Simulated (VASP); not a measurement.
# Bi2TeO3 (P6/mmm) in VASP: notebook

Bi2TeO3 is run at these levels: PBE; tasks: single point, relaxation of cell and atoms.

Everything below comes from runs of VASP 6.6.1. Logs are shortened: lines on timing, memory, paths and dates and some standing lists are left out, and cuts for length are marked.

### Step 1. The cell of the first run

Symmetry: P6/mmm, No. 191, hexagonal system. The conventional cell has a = 6.297 Å, b = 6.297 Å, c = 3.220 Å, α = 90.00°, β = 90.00°, γ = 120.00°. Bi (site symmetry -6m2) has 6 O at 2.43 Å and 2 Bi at 3.22 Å within 3.3 Å. Te (site symmetry 6/mmm) has 2 Te at 3.22 Å and 12 O at 3.54 Å and 6 Bi at 3.64 Å within 4.2 Å. Within 3.3 Å of O (site symmetry mmm) lie 4 Bi at 2.43 Å and 6 O at 3.15 to 3.22 Å.

The cell was generated, and may not be a known phase.

### Step 2. Single point, PBE

INCAR

```
SYSTEM = Bi2TeO3
PREC     = Accurate       ! precision mode
ENCUT    = 520            ! plane-wave cutoff, eV
EDIFF    = 1E-7           ! SCF threshold, eV
ISMEAR   = 0              ! smearing method
SIGMA    = 0.1            ! smearing width, eV
LREAL    = .False.        ! projectors in reciprocal space
LASPH    = .True.         ! aspherical terms in the spheres
NELM     = 60             ! most SCF steps
ALGO     = Normal         ! electronic algorithm
ISIF     = 2              ! what is computed and relaxed
LWAVE    = .False.        ! write WAVECAR
LCHARG   = .False.        ! write CHGCAR
GGA      = PE             ! functional
NBANDS   = 36             ! bands
```

KPOINTS

```
regular mesh
0
Gamma
  3 3 6
  0 0 0
```

POSCAR

```
Bi2TeO3
1.0
    6.2970484451      0.0000000030      0.0000000000
   -3.1485242251      5.4534039208      0.0000000000
    0.0000000000      0.0000000000      3.2200360281
Bi Te O
2 1 3
Direct
    0.3333333333      0.6666666667      0.0000000000
    0.6666666667      0.3333333333      0.0000000000
    0.0000000000      0.0000000000      0.0000000000
    0.5000000000      0.0000000000      0.5000000000
    0.5000000000      0.5000000000      0.5000000000
    0.0000000000      0.5000000000      0.5000000000
```

Potentials or basis: VASP PAW PBE potentials, release 64 (Bi_d, Te, O).

Command:

```bash
cat potpaw_PBE.64/Bi_d/POTCAR potpaw_PBE.64/Te/POTCAR potpaw_PBE.64/O/POTCAR > POTCAR
mpirun -np 1 vasp_std > vasp.out
```

OUTCAR:

```text
SYSTEM = Bi2TeO3
   PREC = Accurate
   ENCUT = 520
   EDIFF = 1E-7
   ISMEAR = 0
   LREAL = .False.
   LASPH = .True.
   NELM = 60
   ISIF = 2
   GGA = PE

 ion  position               nearest neighbor table
   1  0.333  0.667  0.000-   4 2.43   4 2.43   6 2.43   6 2.43   5 2.43   5 2.43   3 3.64   2 3.64
                             2 3.64   3 3.64   3 3.64   2 3.64
   2  0.667  0.333  0.000-   4 2.43   4 2.43   6 2.43   6 2.43   5 2.43   5 2.43   3 3.64   1 3.64
                             1 3.64   3 3.64   3 3.64   1 3.64
   3  0.000  0.000  0.000-   1 3.64   2 3.64   1 3.64   2 3.64   2 3.64   1 3.64
   4  0.500  0.000  0.500-   1 2.43   2 2.43   1 2.43   2 2.43
   5  0.500  0.500  0.500-   1 2.43   2 2.43   1 2.43   2 2.43
   6  0.000  0.500  0.500-   1 2.43   2 2.43   1 2.43   2 2.43

  LATTYP: Found a hexagonal cell.
 ALAT       =     6.2970484451
 C/A-ratio  =     0.5113564007

  Lattice vectors:

 A1 = (   6.2970484451,   0.0000000030,   0.0000000000)
 A2 = (  -3.1485242251,   5.4534039208,   0.0000000000)
 A3 = (   0.0000000000,   0.0000000000,   3.2200360281)

Analysis of symmetry for initial positions (statically):
=====================================================================
 Subroutine PRICEL returns:
 Original cell was already a primitive cell.

 Routine SETGRP: Setting up the symmetry group for a
 hexagonal supercell.

 Subroutine GETGRP returns: Found 24 space group operations
 (whereof 24 operations were pure point group operations)
 out of a pool of 24 trial point group operations.

The static configuration has the point symmetry D_6h.

Analysis of symmetry for dynamics (positions and initial velocities):
=====================================================================
 Subroutine PRICEL returns:
 Original cell was already a primitive cell.

 Routine SETGRP: Setting up the symmetry group for a
 hexagonal supercell.

 Subroutine GETGRP returns: Found 24 space group operations
 (whereof 24 operations were pure point group operations)
 out of a pool of 24 trial point group operations.

The dynamic configuration has the point symmetry D_6h.

 Subroutine INISYM returns: Found 24 space group operations
 (whereof 24 operations are pure point group operations),
 and found     1 'primitive' translations

----------------------------------------------------------------------------------------

                                     Primitive cell

  volume of cell :     110.5772

  direct lattice vectors                    reciprocal lattice vectors
     6.297048445  0.000000003  0.000000000     0.158804559  0.091685855  0.000000000
    -3.148524225  5.453403921  0.000000000    -0.000000000  0.183371710  0.000000000
     0.000000000  0.000000000  3.220036028     0.000000000  0.000000000  0.310555531

  length of vectors
     6.297048445  6.297048445  3.220036028     0.183371710  0.183371710  0.310555531

  position of ions in fractional coordinates (direct lattice)
     0.333333333  0.666666667  0.000000000
     0.666666667  0.333333333  0.000000000
     0.000000000  0.000000000  0.000000000
     0.500000000  0.000000000  0.500000000
     0.500000000  0.500000000  0.500000000
     0.000000000  0.500000000  0.500000000

  ion indices of the primitive-cell ions
   primitive index   ion index
                 1           1
                 2           2
                 3           3
                 4           4
                 5           5
                 6           6

----------------------------------------------------------------------------------------

 KPOINTS: regular mesh

Automatic generation of k-mesh.
 Grid dimensions read from file:
 generate k-points for:    3    3    6

 Generating k-lattice:

  Cartesian coordinates                     Fractional coordinates (reciprocal lattice)
     0.052934853  0.030561952  0.000000000     0.333333333  0.000000000  0.000000000
    -0.000000000  0.061123903  0.000000000     0.000000000  0.333333333  0.000000000
     0.000000000  0.000000000  0.051759255     0.000000000  0.000000000  0.166666667

  Length of vectors
     0.061123903  0.061123903  0.051759255

  Shift w.r.t. Gamma in fractional coordinates (k-lattice)
     0.000000000  0.000000000  0.000000000

 Subroutine IBZKPT returns following result:
 ===========================================

 Found     12 irreducible k-points:

 Following reciprocal coordinates:
            Coordinates               Weight
  0.000000  0.000000  0.000000      1.000000
  0.333333  0.000000  0.000000      6.000000
  0.333333  0.333333  0.000000      2.000000
  0.000000  0.000000  0.166667      2.000000
  0.333333  0.000000  0.166667     12.000000
  0.333333  0.333333  0.166667      4.000000
  0.000000  0.000000  0.333333      2.000000
  0.333333  0.000000  0.333333     12.000000
  0.333333  0.333333  0.333333      4.000000
  0.000000  0.000000  0.500000      1.000000
  0.333333  0.000000  0.500000      6.000000
  0.333333  0.333333  0.500000      2.000000
   k-points           NKPTS =     12   k-points in BZ     NKDIM =     12   number of bands    NBANDS=     36
   number of dos      NEDOS =    301   number of ions     NIONS =      6
   total plane-waves  NPLWV =  55296
   dimension x,y,z NGX =    48 NGY =   48 NGZ =   24
   dimension x,y,z NGXF=    96 NGYF=   96 NGZF=   48
   ions per type =               2   1   3
   NGX,Y,Z   is equivalent  to a cutoff of  12.67, 12.67, 12.39 a.u.
   NGXF,Y,Z  is equivalent  to a cutoff of  25.34, 25.34, 24.78 a.u.
 SYSTEM =  Bi2TeO3
   PREC   = accura    normal or accurate (medium, high low for compatibility)
   ISTART =      0    job   : 0-new  1-cont  2-samecut
   ICHARG =      2    charge: 1-file 2-atom 10-const
   ISPIN  =      1    spin polarized calculation?
   LNONCOLLINEAR =      F non collinear calculations
   LSORBIT =      F    spin-orbit coupling
   LASPH  =      T    aspherical Exc in radial PAW
   ENCUT  =  520.0 eV  38.22 Ry    6.18 a.u.  11.71 11.71  5.99*2*pi/ulx,y,z
   NELM   =     60;   NELMIN=  2; NELMDL= -5     # of ELM steps
   EDIFF  = 0.1E-06   stopping-criterion for ELM
   LREAL  =      F    real-space projection
   EDIFFG = 0.1E-05   stopping-criterion for IOM
   NSW    =      0    number of steps for IOM
   IBRION =     -1    ionic relax: 0-MD 1-quasi-New 2-CG
   NFREE  =      0    steps in history (QN), initial steepest desc. (CG)
   ISIF   =      2    stress and relaxation
   ISYM   =      2    0-nonsym 1-usesym 2-fastsym
   POTIM  = 0.5000    time-step for ionic-motion
   TEBEG  =    0.0;   TEEND  =   0.0 temperature during run
   PSTRESS=    0.0 pullay stress
   NELECT =      54.0000    total number of electrons
   NUPDOWN=      -1.0000    fix difference up-down
   EMIN   =  10.00;   EMAX   =-10.00  energy-range for DOS
   EFERMI =   0.00;   METHOD = LEGACY
   ISMEAR =     0;   SIGMA  =   0.10  broadening in eV -4-tet -1-fermi 0-gaus
   EFERMI_NEDOS =   21; number of points for ismear=-14 and -15
   IALGO  =     38    algorithm
   IMIX   =      4    mixing-type and parameters
     AMIX     =   0.40;   BMIX     =  1.00
     AMIX_MAG =   1.60;   BMIX_MAG =  1.00
  volume/ion in A,a.u.               =      18.43       124.37
  Fermi-wavevector in a.u.,A,eV,Ry     =   1.289192  2.436220 22.613101  1.662016
  Thomas-Fermi vector in A             =   2.421100
   LORBIT       =      0    0 simple, 1 ext, 2 COOP (PROOUT), +10 PAW based schemes
   GGA     = PE    functional components
   LHFCALC =     F    Hartree Fock is set to
   AEXX    =    0.0000 exact exchange contribution
   IVDW    =     0    specifies the selected vdW correction
   LEPSILON=     F    determine dielectric tensor
   LRPA    =     F    only Hartree local field effects (RPA)
 non-spin polarized calculation
 Gauss-broadening in eV      SIGMA  =   0.10
  energy-cutoff  :      520.00
  volume of cell :      110.58
 maximum number of plane-waves:      3012
 NGX is ok and might be reduce to    48
   NGX = 23   NGY = 23   NGZ = 11

 number of electron      53.9999990 magnetization

 Free energy of the ion-electron system (eV)
  ---------------------------------------------------
  ext. energy  EPLUGINS =         0.00000000
  ---------------------------------------------------
  free energy    TOTEN  =       -29.49210159 eV

  energy without entropy =      -29.45952473  energy(sigma->0) =      -29.47581316

 E-fermi :   6.1781     XC(G=0): -10.4802

 val. band max:        6.1420836241   @ k =   0.3333   0.0000   0.0000
 cond. band min:       6.1893355729   @ k =   0.3333   0.0000   0.1667
 fundamental gap:      0.0472519488
 Fermi energy:         6.1781330806

 k-point     1 :       0.0000    0.0000    0.0000
  band No.  band energies     occupation
      1     -16.4859      2.00000
      2     -16.4465      2.00000
      3     -16.3485      2.00000
      4     -16.3485      2.00000
      5     -16.2660      2.00000
      6     -16.2660      2.00000
[... 28 lines left out ...]
     35      15.4138      0.00000
     36      15.5050      0.00000

 k-point     2 :       0.3333    0.0000    0.0000
  band No.  band energies     occupation
      1     -16.4777      2.00000
      2     -16.4551      2.00000
      3     -16.3603      2.00000
      4     -16.3412      2.00000
      5     -16.2757      2.00000
      6     -16.2532      2.00000
[... 28 lines left out ...]
     35      14.6986      0.00000
     36      15.2319      0.00000

 k-point     3 :       0.3333    0.3333    0.0000
  band No.  band energies     occupation
      1     -16.4665      2.00000
      2     -16.4665      2.00000
      3     -16.3715      2.00000
      4     -16.3090      2.00000
      5     -16.3090      2.00000
      6     -16.2414      2.00000
[... 28 lines left out ...]
     35      14.4230      0.00000
     36      14.4230      0.00000
[... 274 lines left out ...]
 k-point    11 :       0.3333    0.0000    0.5000
  band No.  band energies     occupation
      1     -16.4593      2.00000
      2     -16.4286      2.00000
      3     -16.3389      2.00000
      4     -16.3050      2.00000
      5     -16.3039      2.00000
      6     -16.2959      2.00000
[... 28 lines left out ...]
     35      13.0968      0.00000
     36      13.4400      0.00000

 k-point    12 :       0.3333    0.3333    0.5000
  band No.  band energies     occupation
      1     -16.4615      2.00000
      2     -16.3848      2.00000
      3     -16.3848      2.00000
      4     -16.3150      2.00000
      5     -16.3018      2.00000
      6     -16.2761      2.00000
[... 28 lines left out ...]
     35      13.0893      0.00000
     36      13.0893      0.00000

------------------------ aborting loop because EDIFF is reached ----------------------------------------

  FORCE on cell =-STRESS in cart. coord.  units (eV):
  Direction    XX          YY          ZZ          XY          YZ          ZX
  --------------------------------------------------------------------------------------
  -------------------------------------------------------------------------------------
  Total        0.1325966      0.1325966     -0.2174553      0.0000000     -0.0000000      0.0000000
  in kB        1.9212220      1.9212220     -3.1507586      0.0000000     -0.0000000      0.0000000
  external PRESSURE =       0.2305618 kB  Pullay stress =       0.0000000 kB

 VOLUME and BASIS-vectors are now :
 -----------------------------------------------------------------------------
  energy-cutoff  :      520.00
  volume of cell :      110.58
      direct lattice vectors                 reciprocal lattice vectors
     6.297048445  0.000000003  0.000000000     0.158804559  0.091685855  0.000000000
    -3.148524225  5.453403921  0.000000000    -0.000000000  0.183371710  0.000000000
     0.000000000  0.000000000  3.220036028     0.000000000  0.000000000  0.310555531

 POSITION                                       TOTAL-FORCE (eV/Angst)
 -----------------------------------------------------------------------------------
     -0.00000      3.63560      0.00000        -0.000000      0.000000      0.000000
      3.14852      1.81780      0.00000         0.000000     -0.000000     -0.000000
      0.00000      0.00000      0.00000         0.000000     -0.000000      0.000000
      3.14852      0.00000      1.61002         0.000000     -0.000000      0.000000
      1.57426      2.72670      1.61002         0.000000     -0.000000      0.000000
     -1.57426      2.72670      1.61002         0.000000     -0.000000      0.000000
 -----------------------------------------------------------------------------------
    total drift:                               -0.000000      0.000000     -0.000000

  FREE ENERGIE OF THE ION-ELECTRON SYSTEM (eV)
  ---------------------------------------------------
  free  energy   TOTEN  =       -29.4921015903 eV

  energy  without entropy=      -29.4595247312  energy(sigma->0) =      -29.47581316
```

Run time: 86 s. Hardware: 1 thread of Oxide Virtual Turin-like, shared host; peak memory 0.2 GiB.

Results:

| Quantity | Value |
| --- | --- |
| Free energy | -29.4921 eV |
| Pressure | 0.0 GPa |
| Band gap on the k mesh | zero (bands 27 and 28 overlap by 1.03 eV) |

Caveat: the k points lie up to 0.38 Å⁻¹ apart, too coarse for converged energies and pressures of a metal; spin-orbit coupling is left out, which moves the levels of the heavy elements.

### Step 3. Single point, PBE

This run uses another cell than the first one, of 18.79 Å³/atom.

INCAR, as its differences from that of step 2:

```diff
@@ -3,3 +3,3 @@
 ENCUT    = 520            ! plane-wave cutoff, eV
-EDIFF    = 1E-7           ! SCF threshold, eV
+EDIFF    = 1E-6           ! SCF threshold, eV
 ISMEAR   = 0              ! smearing method
```

KPOINTS is that of step 2.

POSCAR

```
Bi2TeO3
1.0
    6.0192916500      0.0000000000      0.0000000000
   -3.0096458300      5.2128594800      0.0000000000
    0.0000000000      0.0000000000      3.5921396600
Bi Te O
2 1 3
Direct
    0.3333333300      0.6666666700      0.0000000000
    0.6666666700      0.3333333300      0.0000000000
    0.0000000000      0.0000000000      0.0000000000
    0.5000000000      0.0000000000      0.5000000000
    0.5000000000      0.5000000000      0.5000000000
    0.0000000000      0.5000000000      0.5000000000
```

Potentials or basis: VASP PAW PBE potentials, release 64 (Bi_d, Te, O).

Command:

```bash
cat potpaw_PBE.64/Bi_d/POTCAR potpaw_PBE.64/Te/POTCAR potpaw_PBE.64/O/POTCAR > POTCAR
mpirun -np 1 vasp_std > vasp.out
```

Wall time 75 s (1 thread of Oxide Virtual Turin-like, shared host); peak memory 0.22 GiB.

It converged, with:

* Free energy: -28.6208 eV
* Pressure: -5.0 GPa
* Band gap on the k mesh: zero (bands 27 and 28 overlap by 0.64 eV)

Stress tensor (GPa, compression positive):
```
  2.40   0.00   0.00
  0.00   2.40   0.00
  0.00   0.00 -19.81
```

Levels at points of the mesh, in eV from the Fermi level:
```tsv
k point	band 25	band 26	band 27	band 28	band 29	band 30
(0.00, 0.00, 0.00)	-0.01	0.18	0.18	0.41	0.41	1.92
(0.00, 0.00, 0.50)	-0.77	-0.77	-0.42	0.68	2.45	4.00
```

Caveat: the k points lie up to 0.40 Å⁻¹ apart, too coarse for converged energies and pressures of a metal; spin-orbit coupling is left out, which moves the levels of the heavy elements.

### Step 4. Single point, PBE

This run uses another cell than the first one, of 18.38 Å³/atom.

INCAR

```
  ALGO = Fast
  EDIFF = 1E-6
  ENCUT = 520
  GGA = PE
  ISIF = 2
  ISMEAR = 0
  LASPH = True
  LCHARG = False
  LREAL = False
  LWAVE = False
  NBANDS = 36
  NELM = 80
  PREC = Accurate
  SIGMA = 0.1
```

KPOINTS

```
k-points
0
Gamma
  6 6 12
```

POSCAR

```
Bi2TeO3
1.0
    6.2798375038      0.0000000000      0.0000000000
   -3.1399187519      5.4384988100      0.0000000000
    0.0000000000      0.0000000000      3.2281466735
Bi Te O
2 1 3
Direct
    0.3333333333      0.6666666667      0.0000000000
    0.6666666667      0.3333333333      0.0000000000
    0.0000000000      0.0000000000      0.0000000000
    0.5000000000      0.0000000000      0.5000000000
    0.5000000000      0.5000000000      0.5000000000
    0.0000000000      0.5000000000      0.5000000000
```

Command:

```bash
cat potpaw_PBE.64/Bi_d/POTCAR potpaw_PBE.64/Te/POTCAR potpaw_PBE.64/O/POTCAR > POTCAR
mpirun -np 1 vasp_std > vasp.out
```

It took 4.7 min on 1 thread of Oxide Virtual Turin-like, shared host; peak memory 0.3 GiB.

The run converged. Its results:

```
Free energy            : -29.4218 eV
Pressure               : 0.0 GPa
Band gap on the k mesh : zero (bands 27 and 28 overlap by 0.96 eV)
```

Stress tensor (GPa, compression positive):
```
-0.01  0.00  0.00
 0.00 -0.01  0.00
 0.00  0.00  0.08
```

Levels at points of the mesh, in eV from the Fermi level:
```
           k point  band 23  band 24  band 25  band 26  band 27  band 28  band 29  band 30  band 31  band 32
(0.00, 0.00, 0.00)    -1.80    -1.25     0.26     0.26     0.64     1.00     1.00     3.57     6.00     6.35
(0.50, 0.00, 0.00)    -1.80    -1.52    -0.94    -0.68    -0.09     2.91     3.50     3.54     4.45     4.84
(0.00, 0.00, 0.50)    -1.60    -1.60    -1.05    -1.05    -0.96     0.59     0.89     4.54     4.54     5.08
(0.50, 0.00, 0.50)    -1.78    -1.43    -1.29    -1.24    -0.20     0.28     2.96     3.23     4.03     4.90
```

Caveat: spin-orbit coupling is left out, which moves the levels of the heavy elements.

(Continued in part 2 of 2.)

The gap in the log of VASP goes by the Fermi energy; the results here count the filled bands.